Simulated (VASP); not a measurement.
Set up this calculation in VASP 6.6.1, as the native input.

```
Task                   : single point
Functional             : r2SCAN
Potentials or basis    : VASP PAW PBE potentials, release 64 (Pd)
Cutoff                 : 520 eV
k mesh                 : 16 × 16 × 16
Occupations            : fermi-dirac, width 0.1 eV
Spin                   : no spin polarisation
Dipole correction      : no
Further INCAR settings : ALGO = Normal; EDIFF = 1e-06; NBANDS = 11
```

Crystal: Pd.

```
Pd
1.0
    -1.49092    1.49092    1.49092
     1.49092   -1.49092    1.49092
     1.49092    1.49092   -1.49092
Pd
1
Direct
  0.00000 0.00000 0.00000
```

This isn't the form of Pd at room conditions, which is fcc.

The input as run:

POSCAR

```
Pd
1.0
   -1.4909183440      1.4909183440      1.4909183440
    1.4909183440     -1.4909183440      1.4909183440
    1.4909183440      1.4909183440     -1.4909183440
Pd
1
Direct
    0.0000000000      0.0000000000      0.0000000000
```

INCAR.step1

```
SYSTEM = Pd
PREC     = Accurate       ! precision mode
ENCUT    = 520            ! plane-wave cutoff, eV
ISMEAR   = -1             ! smearing method
SIGMA    = 0.1            ! smearing width, eV
LREAL    = .FALSE.        ! projectors in reciprocal space
LASPH    = .TRUE.         ! aspherical terms in the spheres
NELM     = 80             ! most SCF steps
NBANDS   = 11             ! bands
GGA      = PE             ! functional
ALGO     = Normal         ! electronic algorithm
EDIFF    = 1E-4           ! SCF threshold, eV
LWAVE    = .TRUE.         ! write WAVECAR
LCHARG   = .FALSE.        ! write CHGCAR
```

INCAR.step2

```
SYSTEM = Pd
PREC     = Accurate       ! precision mode
ENCUT    = 520            ! plane-wave cutoff, eV
EDIFF    = 1E-6           ! SCF threshold, eV
ISMEAR   = -1             ! smearing method
SIGMA    = 0.1            ! smearing width, eV
LREAL    = .FALSE.        ! projectors in reciprocal space
LASPH    = .TRUE.         ! aspherical terms in the spheres
NELM     = 80             ! most SCF steps
ALGO     = Normal         ! electronic algorithm
ISIF     = 2              ! what is computed and relaxed
LWAVE    = .FALSE.        ! write WAVECAR
LCHARG   = .TRUE.         ! write CHGCAR
METAGGA  = R2SCAN         ! meta-GGA
LMIXTAU  = .TRUE.       
LELF     = .TRUE.         ! ELF
LVHAR    = .TRUE.       
NBANDS   = 11             ! bands
ISTART   = 1
```

KPOINTS

```
regular mesh
0
G
  16 16 16
  0 0 0
```

Potentials or basis: VASP PAW PBE potentials, release 64 (Pd).

Launch:

```bash
$ cat potpaw_PBE.64/Pd/POTCAR > POTCAR
$ cp INCAR.step1 INCAR
$ mpirun -np 1 vasp_std > vasp.out
$ cp INCAR.step2 INCAR
$ mpirun -np 1 vasp_std > vasp.out
```

It gave:

```
Pressure               : 33.8 GPa
Band gap on the k mesh : zero (bands 5 and 6 overlap by 2.16 eV)
```

Caveat: the cell stands under pressure; the PAW data sets were made with another functional, which shifts forces and pressure a little.

Run time: 74 s on 1 thread of Intel Xeon 8259CL (shared host), peak memory 0.14 GiB.
